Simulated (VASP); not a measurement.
# BIr3 (Pm-3m) in VASP: further runs

Runs on BIr3. Level: PBE. Tasks: single point, relaxation of cell and atoms.

All numbers are computed with VASP 6.6.1; they aren't measurements. Logs are shortened: lines on timing, memory, paths and dates and some standing lists are left out, and cuts for length are marked.

### Step 1. The cell of the first run

It takes space group Pm-3m (No. 221, cubic). Conventional cell: a = 3.746 Å, b = 3.746 Å, c = 3.746 Å, α = 90.00°, β = 90.00°, γ = 90.00°. Within 3.5 Å of B (site symmetry m-3m) lie 12 Ir at 2.65 Å. Ir (site symmetry 4/mmm) has 4 B at 2.65 Å and 8 Ir at 2.65 Å within 3.5 Å.

### Step 2. Single point, PBE

INCAR

```
ALGO = Normal ; EDIFF = 1E-6
ENCUT = 520 ; GGA = PE
ISIF = 2 ; ISMEAR = 0
LASPH = True ; LCHARG = True
LELF = True ; LREAL = False
LVHAR = True ; LWAVE = False
NBANDS = 23 ; NELM = 60
PREC = Accurate ; SIGMA = 0.1
```

KPOINTS

```
k-points
0
Gamma
  6 6 6
```

POSCAR

```
BIr3
1.0
    3.7464327505      0.0000000000      0.0000000000
    0.0000000000      3.7464327505      0.0000000000
    0.0000000000      0.0000000000      3.7464327505
B Ir
1 3
Direct
    0.0000000000      0.0000000000      0.0000000000
    0.0000000000      0.5000000000      0.5000000000
    0.5000000000      0.0000000000      0.5000000000
    0.5000000000      0.5000000000      0.0000000000
```

Potentials or basis: VASP PAW PBE potentials, release 64 (B, Ir).

The run is started by

```sh
cat potpaw_PBE.64/B/POTCAR potpaw_PBE.64/Ir/POTCAR > POTCAR
mpirun -np 1 vasp_std > vasp.out
```

OUTCAR:

```text
EDIFF = 1E-6
   ENCUT = 520
   GGA = PE
   ISIF = 2
   ISMEAR = 0
   LASPH = True
   LREAL = False
   NELM = 60
   PREC = Accurate

 ion  position               nearest neighbor table
   1  0.000  0.000  0.000-   2 2.65   3 2.65   4 2.65   2 2.65   3 2.65   2 2.65   4 2.65   2 2.65
                             3 2.65   4 2.65   3 2.65   4 2.65
   2  0.000  0.500  0.500-   1 2.65   3 2.65   4 2.65   1 2.65   4 2.65   1 2.65   3 2.65   1 2.65
                             3 2.65   4 2.65   4 2.65   3 2.65
   3  0.500  0.000  0.500-   1 2.65   2 2.65   4 2.65   1 2.65   4 2.65   2 2.65   4 2.65   4 2.65
                             1 2.65   2 2.65   1 2.65   2 2.65
   4  0.500  0.500  0.000-   1 2.65   2 2.65   3 2.65   2 2.65   3 2.65   1 2.65   3 2.65   3 2.65
                             1 2.65   2 2.65   2 2.65   1 2.65

  LATTYP: Found a simple cubic cell.
 ALAT       =     3.7464327505

  Lattice vectors:

 A1 = (   3.7464327505,   0.0000000000,   0.0000000000)
 A2 = (   0.0000000000,   3.7464327505,   0.0000000000)
 A3 = (   0.0000000000,   0.0000000000,   3.7464327505)

Analysis of symmetry for initial positions (statically):
=====================================================================
 Subroutine PRICEL returns:
 Original cell was already a primitive cell.

 Routine SETGRP: Setting up the symmetry group for a
 simple cubic supercell.

 Subroutine GETGRP returns: Found 48 space group operations
 (whereof 48 operations were pure point group operations)
 out of a pool of 48 trial point group operations.

The static configuration has the point symmetry O_h .

Analysis of symmetry for dynamics (positions and initial velocities):
=====================================================================
 Subroutine PRICEL returns:
 Original cell was already a primitive cell.

 Routine SETGRP: Setting up the symmetry group for a
 simple cubic supercell.

 Subroutine GETGRP returns: Found 48 space group operations
 (whereof 48 operations were pure point group operations)
 out of a pool of 48 trial point group operations.

The dynamic configuration has the point symmetry O_h .

 Subroutine INISYM returns: Found 48 space group operations
 (whereof 48 operations are pure point group operations),
 and found     1 'primitive' translations

----------------------------------------------------------------------------------------

                                     Primitive cell

  volume of cell :      52.5840

  direct lattice vectors                    reciprocal lattice vectors
     3.746432750  0.000000000  0.000000000     0.266920579  0.000000000  0.000000000
     0.000000000  3.746432750  0.000000000     0.000000000  0.266920579  0.000000000
     0.000000000  0.000000000  3.746432750     0.000000000  0.000000000  0.266920579

  length of vectors
     3.746432750  3.746432750  3.746432750     0.266920579  0.266920579  0.266920579

  position of ions in fractional coordinates (direct lattice)
     0.000000000  0.000000000  0.000000000
     0.000000000  0.500000000  0.500000000
     0.500000000  0.000000000  0.500000000
     0.500000000  0.500000000  0.000000000

  ion indices of the primitive-cell ions
   primitive index   ion index
                 1           1
                 2           2
                 3           3
                 4           4

----------------------------------------------------------------------------------------

 KPOINTS: k-points

Automatic generation of k-mesh.
 Grid dimensions read from file:
 generate k-points for:    6    6    6

 Generating k-lattice:

  Cartesian coordinates                     Fractional coordinates (reciprocal lattice)
     0.044486763  0.000000000  0.000000000     0.166666667  0.000000000  0.000000000
     0.000000000  0.044486763  0.000000000     0.000000000  0.166666667  0.000000000
     0.000000000  0.000000000  0.044486763     0.000000000  0.000000000  0.166666667

  Length of vectors
     0.044486763  0.044486763  0.044486763

  Shift w.r.t. Gamma in fractional coordinates (k-lattice)
     0.000000000  0.000000000  0.000000000

 Subroutine IBZKPT returns following result:
 ===========================================

 Found     20 irreducible k-points:

 Following reciprocal coordinates:
            Coordinates               Weight
  0.000000  0.000000  0.000000      1.000000
  0.166667  0.000000  0.000000      6.000000
  0.333333  0.000000  0.000000      6.000000
  0.500000  0.000000  0.000000      3.000000
  0.166667  0.166667  0.000000     12.000000
  0.333333  0.166667  0.000000     24.000000
[... 12 lines left out ...]
  0.500000  0.500000  0.333333      6.000000
  0.500000  0.500000  0.500000      1.000000
   k-points           NKPTS =     20   k-points in BZ     NKDIM =     20   number of bands    NBANDS=     23
   number of dos      NEDOS =    301   number of ions     NIONS =      4
   total plane-waves  NPLWV =  21952
   dimension x,y,z NGX =    28 NGY =   28 NGZ =   28
   dimension x,y,z NGXF=    56 NGYF=   56 NGZF=   56
   ions per type =               1   3
   NGX,Y,Z   is equivalent  to a cutoff of  12.42, 12.42, 12.42 a.u.
   NGXF,Y,Z  is equivalent  to a cutoff of  24.85, 24.85, 24.85 a.u.
 SYSTEM =  unknown system
   PREC   = accura    normal or accurate (medium, high low for compatibility)
   ISTART =      0    job   : 0-new  1-cont  2-samecut
   ICHARG =      2    charge: 1-file 2-atom 10-const
   ISPIN  =      1    spin polarized calculation?
   LNONCOLLINEAR =      F non collinear calculations
   LSORBIT =      F    spin-orbit coupling
   LASPH  =      T    aspherical Exc in radial PAW
   ENCUT  =  520.0 eV  38.22 Ry    6.18 a.u.   6.97  6.97  6.97*2*pi/ulx,y,z
   NELM   =     60;   NELMIN=  2; NELMDL= -5     # of ELM steps
   EDIFF  = 0.1E-05   stopping-criterion for ELM
   LREAL  =      F    real-space projection
   EDIFFG = 0.1E-04   stopping-criterion for IOM
   NSW    =      0    number of steps for IOM
   IBRION =     -1    ionic relax: 0-MD 1-quasi-New 2-CG
   NFREE  =      0    steps in history (QN), initial steepest desc. (CG)
   ISIF   =      2    stress and relaxation
   ISYM   =      2    0-nonsym 1-usesym 2-fastsym
   POTIM  = 0.5000    time-step for ionic-motion
   TEBEG  =    0.0;   TEEND  =   0.0 temperature during run
   PSTRESS=    0.0 pullay stress
   NELECT =      30.0000    total number of electrons
   NUPDOWN=      -1.0000    fix difference up-down
   EMIN   =  10.00;   EMAX   =-10.00  energy-range for DOS
   EFERMI =   0.00;   METHOD = LEGACY
   ISMEAR =     0;   SIGMA  =   0.10  broadening in eV -4-tet -1-fermi 0-gaus
   EFERMI_NEDOS =   21; number of points for ismear=-14 and -15
   IALGO  =     38    algorithm
   IMIX   =      4    mixing-type and parameters
     AMIX     =   0.40;   BMIX     =  1.00
     AMIX_MAG =   1.60;   BMIX_MAG =  1.00
  volume/ion in A,a.u.               =      13.15        88.71
  Fermi-wavevector in a.u.,A,eV,Ry     =   1.357784  2.565839 25.083388  1.843577
  Thomas-Fermi vector in A             =   2.484673
   LORBIT       =      0    0 simple, 1 ext, 2 COOP (PROOUT), +10 PAW based schemes
   GGA     = PE    functional components
   LHFCALC =     F    Hartree Fock is set to
   AEXX    =    0.0000 exact exchange contribution
   IVDW    =     0    specifies the selected vdW correction
   LEPSILON=     F    determine dielectric tensor
   LRPA    =     F    only Hartree local field effects (RPA)
 non-spin polarized calculation
 Gauss-broadening in eV      SIGMA  =   0.10
  energy-cutoff  :      520.00
  volume of cell :       52.58
 maximum number of plane-waves:      1452
 NGX is ok and might be reduce to    28
   NGX = 13   NGY = 13   NGZ = 13

 number of electron      30.0000007 magnetization

 Free energy of the ion-electron system (eV)
  ---------------------------------------------------
  ext. energy  EPLUGINS =         0.00000000
  ---------------------------------------------------
  free energy    TOTEN  =       -30.47607310 eV

  energy without entropy =      -30.44791065  energy(sigma->0) =      -30.46199187

 E-fermi :   8.9741     XC(G=0): -13.3703

 val. band max:        8.9404488530   @ k =   0.1667   0.0000   0.0000
 cond. band min:       8.9844590777   @ k =   0.5000   0.3333   0.0000
 fundamental gap:      0.0440102247
 Fermi energy:         8.9740630018

 k-point     1 :       0.0000    0.0000    0.0000
  band No.  band energies     occupation
      1      -2.5038      2.00000
      2       0.5997      2.00000
      3       2.8211      2.00000
      4       2.8211      2.00000
      5       2.8211      2.00000
      6       3.1299      2.00000
[... 15 lines left out ...]
     22      16.7007      0.00000
     23      16.7007      0.00000

 k-point     2 :       0.1667    0.0000    0.0000
  band No.  band energies     occupation
      1      -2.1375      2.00000
      2       0.8832      2.00000
      3       2.9285      2.00000
      4       2.9508      2.00000
      5       3.0253      2.00000
      6       3.0253      2.00000
[... 15 lines left out ...]
     22      17.3432      0.00000
     23      17.3432      0.00000

 k-point     3 :       0.3333    0.0000    0.0000
  band No.  band energies     occupation
      1      -1.1181      2.00000
      2       1.3781      2.00000
      3       2.3793      2.00000
      4       3.1738      2.00000
      5       3.5138      2.00000
      6       3.5138      2.00000
[... 15 lines left out ...]
     22      17.4792      0.00000
     23      17.4792      0.00000
[... 391 lines left out ...]
 k-point    19 :       0.5000    0.5000    0.3333
  band No.  band energies     occupation
      1       0.0095      2.00000
      2       2.1698      2.00000
      3       2.1698      2.00000
      4       2.3447      2.00000
      5       5.1486      2.00000
      6       5.1486      2.00000
[... 15 lines left out ...]
     22      16.0829      0.00000
     23      17.0471      0.00000

 k-point    20 :       0.5000    0.5000    0.5000
  band No.  band energies     occupation
      1      -0.2092      2.00000
      2       2.0699      2.00000
      3       2.0699      2.00000
      4       2.0699      2.00000
      5       5.4214      2.00000
      6       5.4214      2.00000
[... 15 lines left out ...]
     22      16.1252      0.00000
     23      16.1252      0.00000

------------------------ aborting loop because EDIFF is reached ----------------------------------------

  FORCE on cell =-STRESS in cart. coord.  units (eV):
  Direction    XX          YY          ZZ          XY          YZ          ZX
  --------------------------------------------------------------------------------------
  -------------------------------------------------------------------------------------
  Total        0.1130007      0.1130007      0.1130007      0.0000000     -0.0000000     -0.0000000
  in kB        3.4430074      3.4430074      3.4430074      0.0000000     -0.0000000     -0.0000000
  external PRESSURE =       3.4430074 kB  Pullay stress =       0.0000000 kB

 VOLUME and BASIS-vectors are now :
 -----------------------------------------------------------------------------
  energy-cutoff  :      520.00
  volume of cell :       52.58
      direct lattice vectors                 reciprocal lattice vectors
     3.746432750  0.000000000  0.000000000     0.266920579  0.000000000  0.000000000
     0.000000000  3.746432750  0.000000000     0.000000000  0.266920579  0.000000000
     0.000000000  0.000000000  3.746432750     0.000000000  0.000000000  0.266920579

 POSITION                                       TOTAL-FORCE (eV/Angst)
 -----------------------------------------------------------------------------------
      0.00000      0.00000      0.00000         0.000000      0.000000      0.000000
      0.00000      1.87322      1.87322         0.000000      0.000000      0.000000
      1.87322      0.00000      1.87322         0.000000      0.000000      0.000000
      1.87322      1.87322      0.00000         0.000000      0.000000      0.000000
 -----------------------------------------------------------------------------------
    total drift:                                0.000000      0.000000      0.000000

  FREE ENERGIE OF THE ION-ELECTRON SYSTEM (eV)
  ---------------------------------------------------
  free  energy   TOTEN  =       -30.4760730978 eV

  energy  without entropy=      -30.4479106458  energy(sigma->0) =      -30.46199187
```

Wall time 26 s (1 thread of AMD EPYC 7R43 (Zen 3), shared host); peak memory 0.13 GiB.

Results:

| Quantity | Value |
| --- | --- |
| Free energy | -30.4761 eV |
| Pressure | 0.3 GPa |
| Band gap on the k mesh | zero (band 15 reaches 9.37 eV, above the bottom of band 16 at 8.72 eV) |

Levels at points of the mesh, in eV from the Fermi level:
| k point | band 12 | band 13 | band 14 | band 15 | band 16 | band 17 | band 18 | band 19 |
| --- | --- | --- | --- | --- | --- | --- | --- | --- |
| (0.00, 0.00, 0.00) | -0.97 | -0.97 | 0.39 | 0.39 | 1.85 | 2.45 | 2.45 | 2.45 |
| (0.50, 0.00, 0.00) | -2.07 | -1.42 | -1.42 | -0.92 | 0.59 | 2.34 | 2.46 | 3.76 |
| (0.50, 0.50, 0.00) | -1.93 | -1.79 | -1.36 | -0.76 | -0.24 | -0.14 | 2.88 | 2.88 |
| (0.50, 0.50, 0.50) | -1.70 | -1.70 | -0.48 | -0.48 | -0.13 | 1.59 | 1.83 | 1.83 |

Caveat: spin-orbit coupling is left out, which moves the levels of the heavy elements.

### Step 3. Relaxation of cell and atoms, PBE

This run uses another cell than the first one, of 11.41 Å³/atom, 0.868 times its volume.

INCAR

```
ALGO = Normal
EDIFF = 1E-6
EDIFFG = -0.04
ENCUT = 600
GGA = PE
IBRION = 2
ISIF = 3
ISMEAR = 0
LASPH = True
LCHARG = False
LREAL = False
LWAVE = False
NELM = 100
NSW = 90
PREC = Accurate
SIGMA = 0.1
```

KPOINTS is that of step 2.

POSCAR

```
BIr3
1.0
    3.5741829962      0.0000000000      0.0000000000
    0.0000000000      3.5741829962      0.0000000000
    0.0000000000      0.0000000000      3.5741829962
B Ir
1 3
Direct
    0.0000000000      0.0000000000      0.0000000000
    0.0000000000      0.5000000000      0.5000000000
    0.5000000000      0.0000000000      0.5000000000
    0.5000000000      0.5000000000      0.0000000000
```

Potentials or basis: VASP PAW PBE potentials, release 64 (B, Ir).

The run is started by

```sh
cat potpaw_PBE.64/B/POTCAR potpaw_PBE.64/Ir/POTCAR > POTCAR
mpirun -np 1 vasp_std > vasp.out
```

OUTCAR:

```text
EDIFF = 1E-6
   EDIFFG = -0.04
   ENCUT = 600
   GGA = PE
   IBRION = 2
   ISIF = 3
   ISMEAR = 0
   LASPH = True
   LREAL = False
   NELM = 100
   NSW = 90
   PREC = Accurate

 ion  position               nearest neighbor table
   1  0.000  0.000  0.000-   2 2.53   3 2.53   4 2.53   2 2.53   3 2.53   2 2.53   4 2.53   2 2.53
                             3 2.53   4 2.53   3 2.53   4 2.53
   2  0.000  0.500  0.500-   1 2.53   3 2.53   4 2.53   1 2.53   4 2.53   1 2.53   3 2.53   1 2.53
                             3 2.53   4 2.53   4 2.53   3 2.53
   3  0.500  0.000  0.500-   1 2.53   2 2.53   4 2.53   1 2.53   4 2.53   2 2.53   4 2.53   4 2.53
                             1 2.53   2 2.53   1 2.53   2 2.53
   4  0.500  0.500  0.000-   1 2.53   2 2.53   3 2.53   2 2.53   3 2.53   1 2.53   3 2.53   3 2.53
                             1 2.53   2 2.53   2 2.53   1 2.53

  LATTYP: Found a simple cubic cell.
 ALAT       =     3.5741829962

  Lattice vectors:

 A1 = (   3.5741829962,   0.0000000000,   0.0000000000)
 A2 = (   0.0000000000,   3.5741829962,   0.0000000000)
 A3 = (   0.0000000000,   0.0000000000,   3.5741829962)
[... 172 lines left out ...]
  ext. energy  EPLUGINS =         0.00000000
  ---------------------------------------------------
  free energy    TOTEN  =       -29.28671647 eV

  energy without entropy =      -29.26619787  energy(sigma->0) =      -29.27645717

 E-fermi :  11.2998     XC(G=0): -14.1676

 val. band max:       11.2929732756   @ k =   0.5000   0.3333   0.0000
 cond. band min:      11.3271712878   @ k =   0.5000   0.3333   0.1667
 fundamental gap:      0.0341980122
 Fermi energy:        11.2998117155
[... 1036 lines left out ...]
--------------------------------------- Ionic step        5  -------------------------------------------

 number of electron      30.0000000 magnetization

 Free energy of the ion-electron system (eV)
  ---------------------------------------------------
  ext. energy  EPLUGINS =         0.00000000
  ---------------------------------------------------
  free energy    TOTEN  =       -30.47575344 eV

  energy without entropy =      -30.44749711  energy(sigma->0) =      -30.46162527

 E-fermi :   8.9542     XC(G=0): -13.3632

 val. band max:        8.9206293944   @ k =   0.1667   0.0000   0.0000
 cond. band min:       8.9646145105   @ k =   0.5000   0.3333   0.0000
 fundamental gap:      0.0439851162
 Fermi energy:         8.9541847838
[... 469 lines left out ...]
  FREE ENERGIE OF THE ION-ELECTRON SYSTEM (eV)
  ---------------------------------------------------
  free  energy   TOTEN  =       -30.4757534407 eV

  energy  without entropy=      -30.4474971085  energy(sigma->0) =      -30.46162527

 reached required accuracy - stopping structural energy minimisation
```

OSZICAR:

```text
N       E                     dE             d eps       ncg     rms          rms(c)
DAV:   1     0.314706755246E+03    0.31471E+03   -0.15536E+04   760   0.181E+03
DAV:   2    -0.973707361410E+01   -0.32444E+03   -0.31274E+03   760   0.473E+02
DAV:   3    -0.302343836871E+02   -0.20497E+02   -0.19052E+02  1074   0.116E+02
DAV:   4    -0.309554288933E+02   -0.72105E+00   -0.71101E+00   912   0.202E+01
[... 49 lines left out ...]
DAV:   3    -0.304758168029E+02    0.48808E-03   -0.13785E-03   905   0.277E-01    0.130E-01
DAV:   4    -0.304757467256E+02    0.70077E-04   -0.54954E-04   943   0.190E-01    0.372E-02
DAV:   5    -0.304757503865E+02   -0.36609E-05   -0.28137E-05   866   0.385E-02    0.199E-02
DAV:   6    -0.304757535558E+02   -0.31693E-05   -0.96422E-06   925   0.265E-02    0.171E-03
DAV:   7    -0.304757534407E+02    0.11517E-06   -0.61565E-07   401   0.651E-03
   5 F= -.30475753E+02 E0= -.30461625E+02  d E =-.118904E+01
```

CONTCAR:

```text
BIr3
   1.00000000000000
     3.7480272057563395    0.0000000000000000   -0.0000000000000000
     0.0000000000000000    3.7480272057563395    0.0000000000000000
    -0.0000000000000000    0.0000000000000000    3.7480272057563395
  B               Ir
     1     3
Direct
     0.0000000000000000    0.0000000000000000    0.0000000000000000
     0.0000000000000000    0.5000000000000000    0.5000000000000000
     0.5000000000000000    0.0000000000000000    0.5000000000000000
     0.5000000000000000    0.5000000000000000    0.0000000000000000

  0.00000000E+00  0.00000000E+00  0.00000000E+00
  0.00000000E+00  0.00000000E+00  0.00000000E+00
  0.00000000E+00  0.00000000E+00  0.00000000E+00
  0.00000000E+00  0.00000000E+00  0.00000000E+00
```

It took 1.9 min on 1 thread of AMD EPYC 7R43 (Zen 3), shared host; peak memory 0.15 GiB.

Results:

* Free energy: -30.4758 eV
* Relaxed volume: 13.16 Å³/atom
* Relaxed cell: a = 3.748 Å, b = 3.748 Å, c = 3.748 Å, α = 90.00°, β = 90.00°, γ = 90.00°
* Space group after relaxing (to 0.05 Å): Pm-3m (No. 221)
* Energy gained by relaxing: 297.3 meV/atom
* Ionic steps: 5
* Pressure after relaxing: 0.0 GPa
* Band gap on the k mesh: zero (band 15 reaches 9.35 eV, above the bottom of band 16 at 8.70 eV)

The path:
```
step  energy change (eV)  largest force (eV/Å)  pressure (GPa)  volume (Å³)
   1              0.0000                0.0000           62.61        45.66
   2              5.0555                0.0000          -41.91        81.94
   3             -1.1500                0.0000           -8.13        54.15
   4             -1.1873                0.0000           -1.78        52.96
   5             -1.1890                0.0000            0.02        52.65
```

Final structure:
```
B Ir
1.0
     3.74803    0.00000    0.00000
     0.00000    3.74803    0.00000
     0.00000    0.00000    3.74803
B Ir
1 3
Direct
  0.00000 0.00000 0.00000
  0.00000 0.50000 0.50000
  0.50000 0.00000 0.50000
  0.50000 0.50000 0.00000
```

Levels at points of the mesh, in eV from the Fermi level:
```tsv
k point	band 12	band 13	band 14	band 15	band 16	band 17	band 18	band 19
(0.00, 0.00, 0.00)	-0.96	-0.96	0.39	0.39	1.84	2.45	2.45	2.45
(0.50, 0.00, 0.00)	-2.06	-1.42	-1.42	-0.92	0.59	2.34	2.45	3.76
(0.50, 0.50, 0.00)	-1.92	-1.78	-1.36	-0.76	-0.24	-0.14	2.88	2.88
(0.50, 0.50, 0.50)	-1.69	-1.69	-0.48	-0.48	-0.13	1.58	1.83	1.83
```

Caveat: the volume moved by over 15 % at a fixed basis, so the end points are rough; spin-orbit coupling is left out, which moves the levels of the heavy elements.
